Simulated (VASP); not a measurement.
# Ti4CN4 in VASP: single point with PBEsol

Aim: the single point of Ti4CN4 with PBEsol.

All numbers are computed with VASP 6.6.1; they aren't measurements. Logs are shortened: lines on timing, memory, paths and dates and some standing lists are left out, and cuts for length are marked.

## 1. The cell of the first run

The cell holds a slab with vacuum, 9 atoms: a = 2.973 Å, b = 2.973 Å, c = 27.495 Å, α = 90.00°, β = 90.00°, γ = 120.00°.

## 2. Single point, PBEsol

INCAR reads:

```
  PREC = Accurate
  ENCUT = 520
  EDIFF = 1E-7
  ISMEAR = 0
  SIGMA = 0.1
  LREAL = F
  LASPH = T
  NELM = 80
  ALGO = Normal
  ISIF = 2
  LWAVE = F
  LCHARG = T
  LDIPOL = T
  IDIPOL = 3
  DIPOL = 0.5 0.5 0.485
  GGA = PS
  LELF = T
  LVHAR = T
  LVACPOTAV = T
  NBANDS = 46
```

KPOINTS reads:

```
regular mesh
0
Gamma
  12 12 1
```

POSCAR reads:

```
Ti4CN4
1.0
    2.9726300472      0.0000000000      0.0000000000
   -1.4863150236      2.5743731369      0.0000000000
    0.0000000000      0.0000000000     27.4949979446
N Ti C
4 4 1
Direct
    0.3333333333      0.6666666666      0.3091471408
    0.0000000000      0.0000000000      0.3974229164
    0.6666666667      0.3333333333      0.4854147359
    0.3333333333      0.6666666666      0.5753533913
    0.6666666667      0.3333333333      0.3532850285
    0.3333333333      0.6666666666      0.4415608042
    0.0000000000      0.0000000000      0.5302006077
    0.6666666667      0.3333333333      0.6138598945
    1.1666666667      0.5833333334      0.6630382521
```

Potentials or basis: VASP PAW PBE potentials, release 64 (N, Ti_sv, C).

Started as:

```bash
cat potpaw_PBE.64/N/POTCAR potpaw_PBE.64/Ti_sv/POTCAR potpaw_PBE.64/C/POTCAR > POTCAR
mpirun -np 1 vasp_std > vasp.out
```

OUTCAR:

```text
PREC = Accurate
   ENCUT = 520
   EDIFF = 1E-7
   ISMEAR = 0
   LREAL = F
   LASPH = T
   NELM = 80
   ISIF = 2
   GGA = PS

 ion  position               nearest neighbor table
   1  0.333  0.667  0.309-   5 2.10   5 2.10   5 2.10
   2  0.000  0.000  0.397-   6 2.10   6 2.10   6 2.10   5 2.10   5 2.10   5 2.10
   3  0.667  0.333  0.485-   6 2.10   6 2.10   6 2.10   7 2.11   7 2.11   7 2.11
   4  0.333  0.667  0.575-   8 2.02   8 2.02   8 2.02   7 2.12   7 2.12   7 2.12
   5  0.667  0.333  0.353-   1 2.10   1 2.10   1 2.10   2 2.10   2 2.10   2 2.10
   6  0.333  0.667  0.442-   3 2.10   3 2.10   3 2.10   2 2.10   2 2.10   2 2.10
   7  0.000  0.000  0.530-   3 2.11   3 2.11   3 2.11   4 2.12   4 2.12   4 2.12   8 2.87   8 2.87
                             8 2.87
   8  0.667  0.333  0.614-   9 1.87   4 2.02   4 2.02   4 2.02   9 2.39   9 2.39   7 2.87   7 2.87
                             7 2.87
   9  0.167  0.583  0.663-   8 1.87   8 2.39   8 2.39

  LATTYP: Found a hexagonal cell.
 ALAT       =     2.9726300472
 C/A-ratio  =     9.2493843862

  Lattice vectors:

 A1 = (   2.9726300472,   0.0000000000,   0.0000000000)
 A2 = (  -1.4863150236,   2.5743731369,   0.0000000000)
 A3 = (   0.0000000000,   0.0000000000,  27.4949979446)

Analysis of symmetry for initial positions (statically):
=====================================================================
 Subroutine PRICEL returns:
 Original cell was already a primitive cell.

 Routine SETGRP: Setting up the symmetry group for a
 hexagonal supercell.

 Subroutine GETGRP returns: Found  2 space group operations
 (whereof  2 operations were pure point group operations)
 out of a pool of 24 trial point group operations.

The static configuration has the point symmetry C_1h.

Analysis of symmetry for dynamics (positions and initial velocities):
=====================================================================
 Subroutine PRICEL returns:
 Original cell was already a primitive cell.

 Routine SETGRP: Setting up the symmetry group for a
 hexagonal supercell.

 Subroutine GETGRP returns: Found  2 space group operations
 (whereof  2 operations were pure point group operations)
 out of a pool of 24 trial point group operations.

The dynamic configuration has the point symmetry C_1h.

 Subroutine INISYM returns: Found  2 space group operations
 (whereof  2 operations are pure point group operations),
 and found     1 'primitive' translations

----------------------------------------------------------------------------------------

                                     Primitive cell

  volume of cell :     210.4098

  direct lattice vectors                    reciprocal lattice vectors
     2.972630047  0.000000000  0.000000000     0.336402440  0.194222039  0.000000000
    -1.486315024  2.574373137  0.000000000     0.000000000  0.388444078  0.000000000
     0.000000000  0.000000000 27.494997945     0.000000000  0.000000000  0.036370252

  length of vectors
     2.972630047  2.972630047 27.494997945     0.388444078  0.388444078  0.036370252

  position of ions in fractional coordinates (direct lattice)
     0.333333333  0.666666667  0.309147141
     0.000000000  0.000000000  0.397422916
     0.666666667  0.333333333  0.485414736
     0.333333333  0.666666667  0.575353391
     0.666666667  0.333333333  0.353285028
     0.333333333  0.666666667  0.441560804
     0.000000000  0.000000000  0.530200608
     0.666666667  0.333333333  0.613859895
     0.166666667  0.583333333  0.663038252

  ion indices of the primitive-cell ions
   primitive index   ion index
                 1           1
                 2           2
                 3           3
                 4           4
                 5           5
                 6           6
                 7           7
                 8           8
                 9           9

----------------------------------------------------------------------------------------

 KPOINTS: regular mesh

Automatic generation of k-mesh.
 Grid dimensions read from file:
 generate k-points for:   12   12    1

 Generating k-lattice:

  Cartesian coordinates                     Fractional coordinates (reciprocal lattice)
     0.028033537  0.016185170  0.000000000     0.083333333  0.000000000  0.000000000
     0.000000000  0.032370340  0.000000000     0.000000000  0.083333333  0.000000000
     0.000000000  0.000000000  0.036370252     0.000000000  0.000000000  1.000000000

  Length of vectors
     0.032370340  0.032370340  0.036370252

  Shift w.r.t. Gamma in fractional coordinates (k-lattice)
     0.000000000  0.000000000  0.000000000

 Subroutine IBZKPT returns following result:
 ===========================================

 Found     43 irreducible k-points:

 Following reciprocal coordinates:
            Coordinates               Weight
  0.000000  0.000000  0.000000      1.000000
  0.083333  0.000000  0.000000      2.000000
  0.000000  0.083333  0.000000      4.000000
  0.166667  0.000000  0.000000      2.000000
  0.000000  0.166667  0.000000      4.000000
  0.250000  0.000000  0.000000      2.000000
[... 16 lines left out ...]
 -0.083333  0.416667  0.000000      4.000000
 -0.416667  0.333333  0.000000      4.000000
 [... further k-points ...]
   k-points           NKPTS =     43   k-points in BZ     NKDIM =     43   number of bands    NBANDS=     46
   number of dos      NEDOS =    301   number of ions     NIONS =      9
   total plane-waves  NPLWV = 120960
   dimension x,y,z NGX =    24 NGY =   24 NGZ =  210
   dimension x,y,z NGXF=    48 NGYF=   48 NGZF=  420
   ions per type =               4   4   1
   NGX,Y,Z   is equivalent  to a cutoff of  13.42, 13.42, 12.70 a.u.
   NGXF,Y,Z  is equivalent  to a cutoff of  26.84, 26.84, 25.39 a.u.
 SYSTEM =  unknown system
   PREC   = accura    normal or accurate (medium, high low for compatibility)
   ISTART =      0    job   : 0-new  1-cont  2-samecut
   ICHARG =      2    charge: 1-file 2-atom 10-const
   ISPIN  =      1    spin polarized calculation?
   LNONCOLLINEAR =      F non collinear calculations
   LSORBIT =      F    spin-orbit coupling
   LASPH  =      T    aspherical Exc in radial PAW
   ENCUT  =  520.0 eV  38.22 Ry    6.18 a.u.   5.53  5.53 51.12*2*pi/ulx,y,z
   NELM   =     80;   NELMIN=  2; NELMDL= -5     # of ELM steps
   EDIFF  = 0.1E-06   stopping-criterion for ELM
   LREAL  =      F    real-space projection
   EDIFFG = 0.1E-05   stopping-criterion for IOM
   NSW    =      0    number of steps for IOM
   IBRION =     -1    ionic relax: 0-MD 1-quasi-New 2-CG
   NFREE  =      0    steps in history (QN), initial steepest desc. (CG)
   ISIF   =      2    stress and relaxation
   ISYM   =      2    0-nonsym 1-usesym 2-fastsym
   POTIM  = 0.5000    time-step for ionic-motion
   TEBEG  =    0.0;   TEEND  =   0.0 temperature during run
   PSTRESS=    0.0 pullay stress
   NELECT =      72.0000    total number of electrons
   NUPDOWN=      -1.0000    fix difference up-down
   EMIN   =  10.00;   EMAX   =-10.00  energy-range for DOS
   EFERMI =   0.00;   METHOD = LEGACY
   ISMEAR =     0;   SIGMA  =   0.10  broadening in eV -4-tet -1-fermi 0-gaus
   EFERMI_NEDOS =   21; number of points for ismear=-14 and -15
   IALGO  =     38    algorithm
   IMIX   =      4    mixing-type and parameters
     AMIX     =   0.40;   BMIX     =  1.00
     AMIX_MAG =   1.60;   BMIX_MAG =  1.00
  volume/ion in A,a.u.               =      23.38       157.77
  Fermi-wavevector in a.u.,A,eV,Ry     =   1.145065  2.163860 17.839618  1.311175
  Thomas-Fermi vector in A             =   2.281755
   LORBIT       =      0    0 simple, 1 ext, 2 COOP (PROOUT), +10 PAW based schemes
   GGA     = PS    functional components
   LHFCALC =     F    Hartree Fock is set to
   AEXX    =    0.0000 exact exchange contribution
   IVDW    =     0    specifies the selected vdW correction
   LEPSILON=     F    determine dielectric tensor
   LRPA    =     F    only Hartree local field effects (RPA)
 non-spin polarized calculation
 Gauss-broadening in eV      SIGMA  =   0.10
  energy-cutoff  :      520.00
  volume of cell :      210.41
 maximum number of plane-waves:      5757
 NGX is ok and might be reduce to    24
   NGX = 11   NGY = 11   NGZ =103

 dipolmoment           0.000000      0.000000      0.009508 electrons x Angstroem

 number of electron      72.0000014 magnetization

 dipolmoment           0.000000      0.000000     -0.066662 electrons x Angstroem

 Free energy of the ion-electron system (eV)
  ---------------------------------------------------
  ext. energy  EPLUGINS =         0.00000000
  ---------------------------------------------------
  free energy    TOTEN  =       -84.48672559 eV

  energy without entropy =      -84.45929438  energy(sigma->0) =      -84.47300998

 E-fermi :  -0.4047     XC(G=0):  -5.8220

 val. band max:       -0.4119857193   @ k =   0.0000   0.0000   0.0000
 cond. band min:      -0.4009479004   @ k =   0.3333   0.0000   0.0000
 fundamental gap:      0.0110378189
 Fermi energy:        -0.4046743149

 k-point     1 :       0.0000    0.0000    0.0000
  band No.  band energies     occupation
      1     -57.9188      2.00000
      2     -57.7721      2.00000
      3     -56.6962      2.00000
      4     -56.5001      2.00000
      5     -34.5460      2.00000
      6     -34.1941      2.00000
[... 38 lines left out ...]
     45       1.8367      0.00000
     46       1.8777      0.00000

 k-point     2 :       0.0833    0.0000    0.0000
  band No.  band energies     occupation
      1     -57.9135      2.00000
      2     -57.7674      2.00000
      3     -56.6914      2.00000
      4     -56.4949      2.00000
      5     -34.5326      2.00000
      6     -34.1980      2.00000
[... 38 lines left out ...]
     45       1.8792      0.00000
     46       1.9288      0.00000

 k-point     3 :       0.0000    0.0833    0.0000
  band No.  band energies     occupation
      1     -57.9135      2.00000
      2     -57.7674      2.00000
      3     -56.6914      2.00000
      4     -56.4950      2.00000
      5     -34.5326      2.00000
      6     -34.1979      2.00000
[... 38 lines left out ...]
     45       1.8977      0.00000
     46       1.9556      0.00000

 k-point     4 :       0.1667    0.0000    0.0000
  band No.  band energies     occupation
      1     -57.8991      2.00000
      2     -57.7545      2.00000
      3     -56.6783      2.00000
      4     -56.4806      2.00000
      5     -34.4963      2.00000
      6     -34.2405      2.00000
[... 920 lines left out ...]
     45       2.2936      0.00000
     46       2.9021      0.00000

 k-point    23 :      -0.0833    0.4167    0.0000
  band No.  band energies     occupation
      1     -57.8496      2.00000
      2     -57.7104      2.00000
      3     -56.6332      2.00000
      4     -56.4330      2.00000
      5     -34.5503      2.00000
      6     -34.4264      2.00000
[... 38 lines left out ...]
     45       2.2680      0.00000
     46       2.8798      0.00000

 k-point    24 :      -0.4167    0.3333    0.0000
  band No.  band energies     occupation
      1     -57.8496      2.00000
      2     -57.7104      2.00000
      3     -56.6332      2.00000
      4     -56.4327      2.00000
      5     -34.5499      2.00000
      6     -34.4263      2.00000
[... 38 lines left out ...]
     45       2.3292      0.00000
     46       2.8951      0.00000

 [... further k-points ...]

------------------------ aborting loop because EDIFF is reached ----------------------------------------

  FORCE on cell =-STRESS in cart. coord.  units (eV):
  Direction    XX          YY          ZZ          XY          YZ          ZX
  --------------------------------------------------------------------------------------
  -------------------------------------------------------------------------------------
  Total        0.6698521      0.1405604     -0.7750375      0.4583800      0.9421296      1.6318157
  in kB        5.1006254      1.0703053     -5.9015659      3.4903597      7.1738978     12.4255506
  external PRESSURE =       0.0897883 kB  Pullay stress =       0.0000000 kB

 VOLUME and BASIS-vectors are now :
 -----------------------------------------------------------------------------
  energy-cutoff  :      520.00
  volume of cell :      210.41
      direct lattice vectors                 reciprocal lattice vectors
     2.972630047  0.000000000  0.000000000     0.336402440  0.194222039  0.000000000
    -1.486315024  2.574373137  0.000000000     0.000000000  0.388444078  0.000000000
     0.000000000  0.000000000 27.494997945     0.000000000  0.000000000  0.036370252

 POSITION                                       TOTAL-FORCE (eV/Angst)
 -----------------------------------------------------------------------------------
     -0.00000      1.71625      8.50000         0.002763      0.001596      4.389979
      0.00000      0.00000     10.92714         0.023205      0.013398      1.182865
      1.48632      0.85812     13.34648         0.052394      0.030250      0.013657
     -0.00000      1.71625     15.81934         0.332727      0.192100     -2.372005
      1.48632      0.85812      9.71357        -0.007509     -0.004335     -5.746462
     -0.00000      1.71625     12.14071        -0.040705     -0.023501      0.126562
      0.00000      0.00000     14.57786        -0.101709     -0.058722     -0.018757
      1.48632      0.85812     16.87808        -1.629270     -0.940660      2.395320
     -0.37158      1.50172     18.23024         1.368104      0.789875      0.028840
 -----------------------------------------------------------------------------------
    total drift:                                0.000015      0.000010     -0.000585

  FREE ENERGIE OF THE ION-ELECTRON SYSTEM (eV)
  ---------------------------------------------------
  free  energy   TOTEN  =       -84.4867255859 eV

  energy  without entropy=      -84.4592943825  energy(sigma->0) =      -84.47300998

 vacuum level on the upper side and lower side of the slab         6.119         7.695
```

It took 36 min on 1 thread of Oxide Virtual Turin-like, shared host; peak memory 0.52 GiB.

Results:

| Quantity | Value |
| --- | --- |
| Free energy | -84.4867 eV |
| Largest force | 5.746 eV/Å |
| Band gap on the k mesh | zero (band 36 reaches -0.33 eV, above the bottom of band 37 at -0.42 eV) |

Forces on the atoms (eV/Å):
```
N    0.003  0.002  4.390
N    0.023  0.013  1.183
N    0.052  0.030  0.014
N    0.333  0.192 -2.372
Ti  -0.008 -0.004 -5.746
Ti  -0.041 -0.024  0.127
Ti  -0.102 -0.059 -0.019
Ti  -1.629 -0.941  2.395
C    1.368  0.790  0.029
```

Caveat: the PAW data sets were made with another functional, which shifts forces and pressure a little.
